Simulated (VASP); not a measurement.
Input of a VASP 6.6.1 run:

File INCAR:

```
  PREC = Accurate
  ENCUT = 520
  EDIFF = 1E-6
  ISMEAR = 0
  SIGMA = 0.05
  LREAL = F
  LASPH = T
  NELM = 100
  ALGO = Normal
  ISIF = 2
  LWAVE = F
  LCHARG = T
  GGA = PE
  LELF = T
  LVHAR = T
  NBANDS = 11
```

Contents of KPOINTS:

```
Automatic mesh
0
Gamma
  14 14 14
```

The input POSCAR:

```
MgO
1.0
    0.0000000000      2.1415971344      2.1415971344
    2.1415971344      0.0000000000      2.1415971344
    2.1415971344      2.1415971344      0.0000000000
Mg O
1 1
Direct
    0.0000000000      0.0000000000      0.0000000000
    0.5000000000      0.5000000000      0.5000000000
```

Potentials or basis: VASP PAW PBE potentials, release 64 (Mg, O).

Command:

```console
$ cat potpaw_PBE.64/Mg/POTCAR potpaw_PBE.64/O/POTCAR > POTCAR
$ mpirun -np 1 vasp_std > vasp.out
```

Problem. What does it give for the pressure?

Solution. -3.7 GPa.

Problem. Predict the band gap on the k mesh.

Solution. 4.25 eV, direct.

 A k mesh can miss the band edges.
